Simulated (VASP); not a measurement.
# TaN (P-6m2) in VASP: notebook

TaN is run at these levels: r2SCAN; tasks: single point.

All numbers are computed with VASP 6.6.1; they aren't measurements. Logs are shortened: lines on timing, memory, paths and dates and some standing lists are left out, and cuts for length are marked.

## 1. The cell of the first run

It takes space group P-6m2 (No. 187, hexagonal). The conventional cell has a = 2.938 Å, b = 2.938 Å, c = 2.883 Å, α = 90.00°, β = 90.00°, γ = 120.00°. Within 3.0 Å of Ta (site symmetry -6m2) lie 6 N at 2.23 Å and 8 Ta at 2.88 to 2.94 Å. Within 3.0 Å of N (site symmetry -6m2) lie 6 Ta at 2.23 Å and 8 N at 2.88 to 2.94 Å.

## 2. Single point, r2SCAN

POSCAR

```
TaN
1.0
    2.9380000000      0.0000000000      0.0000000000
   -1.4690000000      2.5443826363      0.0000000000
    0.0000000000      0.0000000000      2.8830000000
Ta N
1 1
Direct
    0.0000000000      0.0000000000      0.5000000000
    0.6666666667      0.3333333333      0.0000000000
```

INCAR.step1

```
SYSTEM = TaN
PREC = Accurate
ENCUT = 660
ISMEAR = 1
SIGMA = 0.25
LREAL = .False.
LASPH = .True.
NELM = 120
NBANDS = 15
GGA = PE
ALGO = Normal
EDIFF = 1E-5
LWAVE = .True.
LCHARG = .False.
GGA_COMPAT = .False.
```

INCAR.step2

```
SYSTEM = TaN
PREC = Accurate
ENCUT = 660
EDIFF = 1E-6
ISMEAR = 1
SIGMA = 0.25
LREAL = .False.
LASPH = .True.
NELM = 120
ALGO = Normal
ISIF = 2
LWAVE = .False.
LCHARG = .False.
METAGGA = R2SCAN
LMIXTAU = .True.
NBANDS = 15
ISTART = 1
GGA_COMPAT = .False.
```

KPOINTS

```
Automatic mesh
0
Gamma
  13 13 12
  0 0 0
```

Potentials or basis: VASP PAW PBE potentials, release 64 (Ta_pv, N).

On the command line:

```
> cat potpaw_PBE.64/Ta_pv/POTCAR potpaw_PBE.64/N/POTCAR > POTCAR
> cp INCAR.step1 INCAR
> mpirun -np 1 vasp_std > vasp.out
> cp INCAR.step2 INCAR
> mpirun -np 1 vasp_std > vasp.out
```

OUTCAR:

```text
SYSTEM = TaN
   PREC = Accurate
   ENCUT = 660
   EDIFF = 1E-6
   ISMEAR = 1
   LREAL = .False.
   LASPH = .True.
   NELM = 120
   ISIF = 2
   METAGGA = R2SCAN
   ISTART = 1

 ion  position               nearest neighbor table
   1  0.000  0.000  0.500-   2 2.23   2 2.23   2 2.23   2 2.23   2 2.23   2 2.23
   2  0.667  0.333  0.000-   1 2.23   1 2.23   1 2.23   1 2.23   1 2.23   1 2.23

  LATTYP: Found a hexagonal cell.
 ALAT       =     2.9380000000
 C/A-ratio  =     0.9812797822

  Lattice vectors:

 A1 = (   2.9380000000,   0.0000000000,   0.0000000000)
 A2 = (  -1.4690000000,   2.5443826363,   0.0000000000)
 A3 = (   0.0000000000,   0.0000000000,   2.8830000000)

Analysis of symmetry for initial positions (statically):
=====================================================================
 Subroutine PRICEL returns:
 Original cell was already a primitive cell.

 Routine SETGRP: Setting up the symmetry group for a
 hexagonal supercell.

 Subroutine GETGRP returns: Found 12 space group operations
 (whereof 12 operations were pure point group operations)
 out of a pool of 24 trial point group operations.

The static configuration has the point symmetry D_3h.

Analysis of symmetry for dynamics (positions and initial velocities):
=====================================================================
 Subroutine PRICEL returns:
 Original cell was already a primitive cell.

 Routine SETGRP: Setting up the symmetry group for a
 hexagonal supercell.

 Subroutine GETGRP returns: Found 12 space group operations
 (whereof 12 operations were pure point group operations)
 out of a pool of 24 trial point group operations.

The dynamic configuration has the point symmetry D_3h.

 Subroutine INISYM returns: Found 12 space group operations
 (whereof 12 operations are pure point group operations),
 and found     1 'primitive' translations

----------------------------------------------------------------------------------------

                                     Primitive cell

  volume of cell :      21.5516

  direct lattice vectors                    reciprocal lattice vectors
     2.938000000  0.000000000  0.000000000     0.340367597  0.196511324  0.000000000
    -1.469000000  2.544382636  0.000000000     0.000000000  0.393022648  0.000000000
     0.000000000  0.000000000  2.883000000     0.000000000  0.000000000  0.346860909

  length of vectors
     2.938000000  2.938000000  2.883000000     0.393022648  0.393022648  0.346860909

  position of ions in fractional coordinates (direct lattice)
     0.000000000  0.000000000  0.500000000
[... 91 lines left out ...]
   EMIN   =  10.00;   EMAX   =-10.00  energy-range for DOS
   EFERMI =   0.00;   METHOD = LEGACY
   ISMEAR =     1;   SIGMA  =   0.25  broadening in eV -4-tet -1-fermi 0-gaus
   EFERMI_NEDOS =   21; number of points for ismear=-14 and -15
   IALGO  =     38    algorithm
   IMIX   =      4    mixing-type and parameters
     AMIX     =   0.40;   BMIX     =  1.00
     AMIX_MAG =   1.60;   BMIX_MAG =  1.00
  volume/ion in A,a.u.               =      10.78        72.72
  Fermi-wavevector in a.u.,A,eV,Ry     =   1.482365  2.801264 29.897531  2.197407
  Thomas-Fermi vector in A             =   2.596160
   LORBIT       =      0    0 simple, 1 ext, 2 COOP (PROOUT), +10 PAW based schemes
   METAGGA = R2SCAN    functional components
   LHFCALC =     F    Hartree Fock is set to
   AEXX    =    0.0000 exact exchange contribution
   IVDW    =     0    specifies the selected vdW correction
   LEPSILON=     F    determine dielectric tensor
   LRPA    =     F    only Hartree local field effects (RPA)
 non-spin polarized calculation
 Methfessel and Paxton  Order N= 1 SIGMA  =   0.25
  energy-cutoff  :      660.00
  volume of cell :       21.55
 maximum number of plane-waves:       846
 NGX is ok and might be reduce to    28
   NGX = 13   NGY = 13   NGZ = 13

 number of electron      15.9999999 magnetization

 Free energy of the ion-electron system (eV)
  ---------------------------------------------------
  ext. energy  EPLUGINS =         0.00000000
  ---------------------------------------------------
  free energy    TOTEN  =       -60.39644519 eV

  energy without entropy =      -60.39678168  energy(sigma->0) =      -60.39655735

 E-fermi :   8.2202     XC(G=0): -14.3478

 val. band max:        8.2070237968   @ k =   0.0000   0.0000   0.4167
 cond. band min:       8.3495660599   @ k =   0.0769  -0.0000   0.5000
 fundamental gap:      0.1425422631
 Fermi energy:         8.2201686559

 k-point     1 :       0.0000    0.0000    0.0000
  band No.  band energies     occupation
      1     -27.9224      2.00000
      2     -27.6631      2.00000
      3     -27.6631      2.00000
      4     -10.5908      2.00000
      5       3.3896      2.00000
      6       3.3896      2.00000
      7       3.8228      2.00000
      8       5.0726      2.00000
      9      10.7054     -0.00000
     10      11.9731     -0.00000
     11      11.9731     -0.00000
     12      12.4476     -0.00000
     13      12.4476     -0.00000
     14      18.8225      0.00000
[... 401 lines left out ...]
      2     -27.8982      2.00000
      3     -27.7102      2.00000
      4     -10.0015      2.00000
      5       2.2710      2.00000
      6       3.4781      2.00000
      7       3.7592      2.00000
      8       5.2548      2.00000
      9      10.8805     -0.00000
     10      11.0670     -0.00000
     11      12.2415     -0.00000
     12      13.0956     -0.00000
     13      13.4328      0.00000
     14      18.8225      0.00000
     15      22.0766      0.00000

 [... further k-points ...]

------------------------ aborting loop because EDIFF is reached ----------------------------------------

  FORCE on cell =-STRESS in cart. coord.  units (eV):
  Direction    XX          YY          ZZ          XY          YZ          ZX
  --------------------------------------------------------------------------------------
  -------------------------------------------------------------------------------------
  Total        0.1434065      0.1434065      0.2780933      0.0000000     -0.0000000     -0.0000000
  in kB       10.6610634     10.6610634     20.6738892      0.0000000     -0.0000000     -0.0000000
  external PRESSURE =      13.9986720 kB  Pullay stress =       0.0000000 kB

 VOLUME and BASIS-vectors are now :
 -----------------------------------------------------------------------------
  energy-cutoff  :      660.00
  volume of cell :       21.55
      direct lattice vectors                 reciprocal lattice vectors
     2.938000000  0.000000000  0.000000000     0.340367597  0.196511324  0.000000000
    -1.469000000  2.544382636  0.000000000     0.000000000  0.393022648  0.000000000
     0.000000000  0.000000000  2.883000000     0.000000000  0.000000000  0.346860909

 POSITION                                       TOTAL-FORCE (eV/Angst)
 -----------------------------------------------------------------------------------
      0.00000      0.00000      1.44150         0.000000     -0.000000      0.000000
      1.46900      0.84813      0.00000        -0.000000      0.000000      0.000000
 -----------------------------------------------------------------------------------
    total drift:                               -0.000000      0.000000      0.000000

  FREE ENERGIE OF THE ION-ELECTRON SYSTEM (eV)
  ---------------------------------------------------
  free  energy   TOTEN  =       -60.3964451916 eV

  energy  without entropy=      -60.3967816760  energy(sigma->0) =      -60.39655735
```

OSZICAR.step1:

```text
N       E                     dE             d eps       ncg     rms          rms(c)
DAV:   1     0.111722350424E+03    0.11172E+03   -0.10183E+04  4410   0.134E+03
DAV:   2    -0.211419279145E+02   -0.13286E+03   -0.12511E+03  5292   0.356E+02
DAV:   3    -0.249675960820E+02   -0.38257E+01   -0.38014E+01  5131   0.589E+01
DAV:   4    -0.249854089268E+02   -0.17813E-01   -0.17808E-01  5663   0.434E+00
DAV:   5    -0.249855145961E+02   -0.10567E-03   -0.10566E-03  5222   0.328E-01    0.234E+01
DAV:   6    -0.225205583122E+02    0.24650E+01   -0.40173E+00  5925   0.249E+01    0.973E+00
DAV:   7    -0.224731041801E+02    0.47454E-01   -0.64687E-01  4809   0.651E+00    0.696E+00
DAV:   8    -0.224552550707E+02    0.17849E-01   -0.16792E-01  5516   0.362E+00    0.186E+00
DAV:   9    -0.224449127658E+02    0.10342E-01   -0.20415E-02  5145   0.127E+00    0.185E-01
DAV:  10    -0.224450224716E+02   -0.10971E-03   -0.14161E-03  5341   0.406E-01    0.129E-01
DAV:  11    -0.224449394133E+02    0.83058E-04   -0.11106E-04  5369   0.118E-01    0.195E-02
DAV:  12    -0.224449382388E+02    0.11744E-05   -0.13750E-05  3869   0.323E-02
   1 F= -.22444938E+02 E0= -.22445210E+02  d E =0.815920E-03
```

It took 93 s on 1 thread of Intel Xeon 6975P-C (Granite Rapids), shared host; peak memory 0.21 GiB.

Results:

* Free energy: -60.3964 eV
* Pressure: 1.4 GPa
* Band gap on the k mesh: zero (bands 8 and 9 overlap by 0.36 eV)

Stress tensor (GPa, compression positive):
```
1.07 0.00 0.00
0.00 1.07 0.00
0.00 0.00 2.07
```

Caveat: the PAW data sets were made with another functional, which shifts forces and pressure a little; spin-orbit coupling is left out, which moves the levels of the heavy elements.

## 3. Single point, r2SCAN

POSCAR is that of step 2.

INCAR.step1

```
SYSTEM = TaN
ALGO     = Normal         ! electronic algorithm
EDIFF    = 1E-5           ! SCF threshold, eV
ENCUT    = 660            ! plane-wave cutoff, eV
GGA      = PE             ! functional
GGA_COMPAT= .FALSE.      
ISMEAR   = 1              ! smearing method
LASPH    = .TRUE.         ! aspherical terms in the spheres
LCHARG   = .FALSE.        ! write CHGCAR
LREAL    = .FALSE.        ! projectors in reciprocal space
LWAVE    = .TRUE.         ! write WAVECAR
NBANDS   = 15             ! bands
NELM     = 120            ! most SCF steps
PREC     = Accurate       ! precision mode
SIGMA    = 0.15           ! smearing width, eV
```

INCAR.step2

```
SYSTEM = TaN
ALGO     = Normal         ! electronic algorithm
EDIFF    = 1E-6           ! SCF threshold, eV
ENCUT    = 660            ! plane-wave cutoff, eV
GGA_COMPAT= .FALSE.      
ISIF     = 2              ! what is computed and relaxed
ISMEAR   = 1              ! smearing method
ISTART   = 1            
LASPH    = .TRUE.         ! aspherical terms in the spheres
LCHARG   = .TRUE.         ! write CHGCAR
LELF     = .TRUE.         ! ELF
LMIXTAU  = .TRUE.       
LREAL    = .FALSE.        ! projectors in reciprocal space
LVHAR    = .TRUE.       
LWAVE    = .FALSE.        ! write WAVECAR
METAGGA  = R2SCAN         ! meta-GGA
NBANDS   = 15             ! bands
NELM     = 120            ! most SCF steps
PREC     = Accurate       ! precision mode
SIGMA    = 0.15           ! smearing width, eV
```

KPOINTS

```
k-points
0
G
  13 13 12
  0 0 0
```

Potentials or basis: VASP PAW PBE potentials, release 64 (Ta_pv, N).

On the command line:

```
> cat potpaw_PBE.64/Ta_pv/POTCAR potpaw_PBE.64/N/POTCAR > POTCAR
> cp INCAR.step1 INCAR
> mpirun -np 1 vasp_std > vasp.out
> cp INCAR.step2 INCAR
> mpirun -np 1 vasp_std > vasp.out
```

It took 94 s on 1 thread of Intel Xeon 6975P-C (Granite Rapids), shared host; peak memory 0.21 GiB.

Results (log left out):

* Free energy: -60.3965 eV
* Pressure: 1.4 GPa
* Band gap on the k mesh: zero (bands 8 and 9 overlap by 0.36 eV)

Stress tensor (GPa, compression positive):
```
1.07 0.00 0.00
0.00 1.07 0.00
0.00 0.00 2.05
```

Levels at points of the mesh, in eV from the Fermi level:
```csv
k point,band 4,band 5,band 6,band 7,band 8,band 9,band 10,band 11,band 12,band 13
"(0.00, 0.00, 0.00)",-18.84,-4.86,-4.86,-4.43,-3.18,2.46,3.72,3.72,4.20,4.20
"(0.00, 0.00, 0.50)",-16.20,-9.75,-4.00,-4.00,-0.11,-0.11,2.35,3.59,3.59,8.85
```

Caveat: the PAW data sets were made with another functional, which shifts forces and pressure a little; spin-orbit coupling is left out, which moves the levels of the heavy elements.

## 4. Single point, r2SCAN

POSCAR is that of step 3.

INCAR.step1

```
SYSTEM = TaN
ALGO = Normal ; EDIFF = 1E-5
ENCUT = 660 ; GGA = PE
GGA_COMPAT = .FALSE. ; ISMEAR = 1
LASPH = .TRUE. ; LCHARG = .FALSE.
LREAL = .FALSE. ; LWAVE = .TRUE.
NBANDS = 15 ; NELM = 120
PREC = Accurate ; SIGMA = 0.1
```

INCAR.step2

```
SYSTEM = TaN
ALGO = Normal ; EDIFF = 1E-6
ENCUT = 660 ; GGA_COMPAT = .FALSE.
ISIF = 2 ; ISMEAR = 1
ISTART = 1 ; LASPH = .TRUE.
LCHARG = .TRUE. ; LELF = .TRUE.
LMIXTAU = .TRUE. ; LREAL = .FALSE.
LVHAR = .TRUE. ; LWAVE = .FALSE.
METAGGA = R2SCAN ; NBANDS = 15
NELM = 120 ; PREC = Accurate
SIGMA = 0.1
```

KPOINTS is that of step 3.

On the command line:

```
> cat potpaw_PBE.64/Ta_pv/POTCAR potpaw_PBE.64/N/POTCAR > POTCAR
> cp INCAR.step1 INCAR
> mpirun -np 1 vasp_std > vasp.out
> cp INCAR.step2 INCAR
> mpirun -np 1 vasp_std > vasp.out
```

Run time: 89 s. Hardware: 1 thread of Intel Xeon 6975P-C (Granite Rapids), shared host; peak memory 0.21 GiB.

It converged, with:

| Item | Value |
| --- | --- |
| Free energy | -60.3966 eV |
| Pressure | 1.4 GPa |
| Band gap on the k mesh | zero (bands 8 and 9 overlap by 0.36 eV) |

Stress tensor (GPa, compression positive):
```
1.07 0.00 0.00
0.00 1.07 0.00
0.00 0.00 2.05
```

Levels at points of the mesh, in eV from the Fermi level:
```tsv
k point	band 4	band 5	band 6	band 7	band 8	band 9	band 10	band 11	band 12	band 13
(0.00, 0.00, 0.00)	-18.84	-4.86	-4.86	-4.43	-3.18	2.45	3.72	3.72	4.19	4.19
(0.00, 0.00, 0.50)	-16.21	-9.76	-4.01	-4.01	-0.12	-0.12	2.35	3.58	3.58	8.85
```

Caveat: the PAW data sets were made with another functional, which shifts forces and pressure a little; spin-orbit coupling is left out, which moves the levels of the heavy elements.

## 5. Single point, r2SCAN

POSCAR is that of step 4.

INCAR.step1

```
PREC = Accurate
ENCUT = 660
ISMEAR = 1
SIGMA = 0.05
LREAL = False
LASPH = True
NELM = 120
NBANDS = 15
GGA = PE
ALGO = Normal
EDIFF = 1E-5
LWAVE = True
LCHARG = False
GGA_COMPAT = False
```

INCAR.step2

```
PREC = Accurate
ENCUT = 660
EDIFF = 1E-6
ISMEAR = 1
SIGMA = 0.05
LREAL = False
LASPH = True
NELM = 120
ALGO = Normal
ISIF = 2
LWAVE = False
LCHARG = False
METAGGA = R2SCAN
LMIXTAU = True
NBANDS = 15
ISTART = 1
GGA_COMPAT = False
```

KPOINTS

```
Automatic mesh
0
Gamma
  13 13 12
```

On the command line:

```
> cat potpaw_PBE.64/Ta_pv/POTCAR potpaw_PBE.64/N/POTCAR > POTCAR
> cp INCAR.step1 INCAR
> mpirun -np 1 vasp_std > vasp.out
> cp INCAR.step2 INCAR
> mpirun -np 1 vasp_std > vasp.out
```

Wall time 93 s (1 thread of Intel Xeon 6975P-C (Granite Rapids), shared host); peak memory 0.21 GiB.

Results (log left out):

- Free energy: -60.3966 eV
- Pressure: 1.4 GPa
- Band gap on the k mesh: zero (bands 8 and 9 overlap by 0.36 eV)

Stress tensor (GPa, compression positive):
```
1.07 0.00 0.00
0.00 1.07 0.00
0.00 0.00 2.06
```

Levels at points of the mesh, in eV from the Fermi level:
```csv
k point,band 4,band 5,band 6,band 7,band 8,band 9,band 10,band 11,band 12,band 13
"(0.00, 0.00, 0.00)",-18.81,-4.83,-4.83,-4.40,-3.15,2.48,3.75,3.75,4.23,4.23
"(0.00, 0.00, 0.50)",-16.18,-9.73,-3.98,-3.98,-0.09,-0.09,2.38,3.62,3.62,8.88
```

Caveat: the PAW data sets were made with another functional, which shifts forces and pressure a little; spin-orbit coupling is left out, which moves the levels of the heavy elements.

(Continued in part 2 of 2.)
